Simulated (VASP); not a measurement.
# Bi2Se3 (R-3m) in VASP: notebook, part 3 of 3

VASP 6.6.1. Earlier steps stand in the parts before.

**6. Electric field gradients, PBE (27.24 Å³/atom)**

This run uses another cell than the first one, of 27.24 Å³/atom.

Input file INCAR:

```
SYSTEM = Bi2Se3
ALGO = Normal
EDIFF = 1E-8
ENCUT = 520
GGA = PE
ISIF = 2
ISMEAR = -1
LASPH = .TRUE.
LCHARG = .FALSE.
LEFG = .TRUE.
LREAL = .FALSE.
LWAVE = .FALSE.
NBANDS = 32
NELM = 100
PREC = Accurate
SIGMA = 0.03
```

Input file KPOINTS:

```
k-points
0
G
  6 6 6
  0 0 0
```

Input file POSCAR:

```
Bi2Se3
1.0
    2.0435026311      1.1798167941      9.4163232398
   -2.0435026311      1.1798167941      9.4163232398
    0.0000000000     -2.3596335883      9.4163232398
Bi Se
2 3
Direct
    0.4008000000      0.4008000000      0.4008000000
    0.5992000000      0.5992000000      0.5992000000
    0.0000000000      0.0000000000      0.0000000000
    0.2117000000      0.2117000000      0.2117000000
    0.7883000000      0.7883000000      0.7883000000
```

Potentials or basis: VASP PAW PBE potentials, release 64 (Bi_d, Se).

Command:

```bash
$ cat potpaw_PBE.64/Bi_d/POTCAR potpaw_PBE.64/Se/POTCAR > POTCAR
$ mpirun -np 1 vasp_std > vasp.out
```

OUTCAR:

```text
SYSTEM = Bi2Se3
   EDIFF = 1E-8
   ENCUT = 520
   GGA = PE
   ISIF = 2
   ISMEAR = -1
   LASPH = .TRUE.
   LREAL = .FALSE.
   NELM = 100
   PREC = Accurate

 ion  position               nearest neighbor table
   1  0.401  0.401  0.401-   5 2.81   5 2.81   5 2.81   3 3.03   3 3.03   3 3.03
   2  0.599  0.599  0.599-   4 2.81   4 2.81   4 2.81   3 3.03   3 3.03   3 3.03
   3  0.000  0.000  0.000-   2 3.03   1 3.03   2 3.03   2 3.03   1 3.03   1 3.03
   4  0.212  0.212  0.212-   2 2.81   2 2.81   2 2.81
   5  0.788  0.788  0.788-   1 2.81   1 2.81   1 2.81

  LATTYP: Found a trigonal (rhomboedric) cell.
 ALAT       =     9.7074720719
 COS(alpha) =     0.9113725817

  Lattice vectors:

 A1 = (   2.0435026311,   1.1798167941,   9.4163232398)
 A2 = (  -2.0435026311,   1.1798167941,   9.4163232398)
 A3 = (   0.0000000000,  -2.3596335883,   9.4163232398)

Analysis of symmetry for initial positions (statically):
=====================================================================
 Subroutine PRICEL returns:
 Original cell was already a primitive cell.

 Routine SETGRP: Setting up the symmetry group for a
 trigonal (rhombohedral) supercell.

 Subroutine GETGRP returns: Found 12 space group operations
 (whereof 12 operations were pure point group operations)
 out of a pool of 12 trial point group operations.

The static configuration has the point symmetry D_3d.

Analysis of symmetry for dynamics (positions and initial velocities):
[... 1015 lines left out ...]
  FORCE on cell =-STRESS in cart. coord.  units (eV):
  Direction    XX          YY          ZZ          XY          YZ          ZX
  --------------------------------------------------------------------------------------
  -------------------------------------------------------------------------------------
  Total        4.7391275      4.7391275      4.7353778      0.0000000     -0.0000000      0.0000000
  in kB       55.7425194     55.7425194     55.6984148      0.0000000     -0.0000000      0.0000000
  external PRESSURE =      55.7278179 kB  Pullay stress =       0.0000000 kB

 VOLUME and BASIS-vectors are now :
 -----------------------------------------------------------------------------
  energy-cutoff  :      520.00
  volume of cell :      136.21
      direct lattice vectors                 reciprocal lattice vectors
     2.043502631  1.179816794  9.416323240     0.244677933  0.141264871  0.035399521
    -2.043502631  1.179816794  9.416323240    -0.244677933  0.141264871  0.035399521
     0.000000000 -2.359633588  9.416323240     0.000000000 -0.282529741  0.035399521

 POSITION                                       TOTAL-FORCE (eV/Angst)
 -----------------------------------------------------------------------------------
      0.00000     -0.00000     11.32219         0.000000      0.000000     -0.324458
      0.00000     -0.00000     16.92678         0.000000     -0.000000      0.324458
      0.00000      0.00000      0.00000        -0.000000      0.000000      0.000000
      0.00000     -0.00000      5.98031         0.000000      0.000000     -0.528638
      0.00000     -0.00000     22.26866         0.000000     -0.000000      0.528638
 -----------------------------------------------------------------------------------
    total drift:                                0.000000      0.000000      0.000000

  FREE ENERGIE OF THE ION-ELECTRON SYSTEM (eV)
  ---------------------------------------------------
  free  energy   TOTEN  =       -20.0130846911 eV

  energy  without entropy=      -20.0129825046  energy(sigma->0) =      -20.01303360

 Electric field gradients (V/A^2)
---------------------------------------------------------------------
 ion       V_xx      V_yy      V_zz      V_xy      V_xz      V_yz
---------------------------------------------------------------------
   1      -2.518    -2.518     5.036    -0.000     0.000     0.000
   2      -2.518    -2.518     5.036     0.000     0.000     0.000
   3     -36.963   -36.963    73.926    -0.000     0.000     0.000
   4       8.192     8.192   -16.384    -0.000    -0.000     0.000
   5       8.192     8.192   -16.384     0.000    -0.000     0.000
---------------------------------------------------------------------

 Electric field gradients after diagonalization (V/A^2)
 (convention: |V_zz| > |V_xx| > |V_yy|)
----------------------------------------------------------------------
 ion       V_xx      V_yy      V_zz     asymmetry (V_yy - V_xx)/ V_zz
----------------------------------------------------------------------
   1      -2.518    -2.518     5.036       0.000
   2      -2.518    -2.518     5.036       0.000
   3     -36.963   -36.963    73.926       0.000
   4       8.192     8.192   -16.384       0.000
   5       8.192     8.192   -16.384       0.000
----------------------------------------------------------------------

           NMR quadrupolar parameters

 Cq : quadrupolar parameter    Cq=e*Q*V_zz/h
 eta: asymmetry parameters     (V_yy - V_xx)/ V_zz
 Q  : nuclear electric quadrupole moment in mb (millibarn)
----------------------------------------------------------------------
 ion       Cq(MHz)       eta       Q (mb)
----------------------------------------------------------------------
   1       0.012       0.000       1.000
   2       0.012       0.000       1.000
   3       0.179       0.000       1.000
   4      -0.040       0.000       1.000
   5      -0.040       0.000       1.000
----------------------------------------------------------------------
```

OSZICAR:

```text
N       E                     dE             d eps       ncg     rms          rms(c)
DAV:   1     0.474322117986E+03    0.47432E+03   -0.22856E+04  2048   0.158E+03
DAV:   2     0.358458044852E+02   -0.43848E+03   -0.42064E+03  2096   0.419E+02
[... 11 lines left out ...]
DAV:  14    -0.200130846716E+02   -0.56127E-07   -0.65269E-07  2512   0.491E-03    0.111E-03
DAV:  15    -0.200130846835E+02   -0.11878E-07   -0.51039E-08  2208   0.122E-03    0.328E-04
DAV:  16    -0.200130847101E+02   -0.26634E-07   -0.17049E-08  1976   0.620E-04    0.242E-04
DAV:  17    -0.200130846795E+02    0.30623E-07   -0.26658E-09  1608   0.322E-04    0.754E-05
DAV:  18    -0.200130846916E+02   -0.12104E-07   -0.40748E-10  1240   0.151E-04    0.185E-05
DAV:  19    -0.200130846911E+02    0.49749E-09   -0.97540E-11  1200   0.953E-05
   1 F= -.20013085E+02 E0= -.20013034E+02  d E =-.102186E-03
```

Wall time 8.7 min (1 thread of Intel Xeon 6975P-C (Granite Rapids), shared host); peak memory 0.74 GiB.

Results:

```yaml
Free_energy: -20.0131 eV
Pressure: 5.6 GPa
Largest_force: 0.529 eV/Å
Band_gap_on_the_k_mesh: 0.18 eV
Largest_electric_field_gradient_by_atom: Bi +5.0; Se +73.9, -16.4 (each value once) V/Å²
```

Forces in eV/Å, atoms in the order of the input:
```
Bi   0.000  0.000 -0.324
Bi   0.000  0.000  0.324
Se   0.000  0.000  0.000
Se   0.000  0.000 -0.529
Se   0.000  0.000  0.529
```

Electric field gradients, principal values (V/Å²):
```tsv
atom	least	middle	greatest (by size)
1 Bi	-2.518	-2.518	5.036
2 Bi	-2.518	-2.518	5.036
3 Se	-36.963	-36.963	73.926
4 Se	8.192	8.192	-16.384
5 Se	8.192	8.192	-16.384
```

Caveat: the cell stands under pressure; without QUAD_EFG the Cq values of the log hold for a quadrupole moment of 1 mb, not for the nuclei; spin-orbit coupling is left out, which moves the levels of the heavy elements.

**7. Summary**

| cell | gap on the mesh (eV) | pressure (GPa) | largest force (eV/Å) |
| --- | --- | --- | --- |
| a = 9.835 Å, angles 24.1°, 5 atoms | 0.23 | 4.0 | 0.33 |
| a = 9.846 Å, angles 24.5°, 5 atoms | 0.20 | 1.2 | 0.12 |
| a = 9.858 Å, angles 25.0°, 5 atoms | 0.17 | -1.0 | 0.18 |
| a = 9.707 Å, angles 24.3°, 5 atoms | 0.18 | 5.6 | 0.53 |

Alike in all rows: task electric field gradients; level PBE; potentials or basis VASP PAW PBE potentials, release 64 (Bi_d, Se); no spin polarisation; k mesh 6 × 6 × 6; cutoff (eV) 520; smearing fermi-dirac 0.03 eV.

Caveats: spin-orbit coupling is left out, which moves the levels of the heavy elements; the cell stands under pressure (at least some runs).

Total energies depend on the potentials used, so only differences within one code and one set of settings carry meaning.
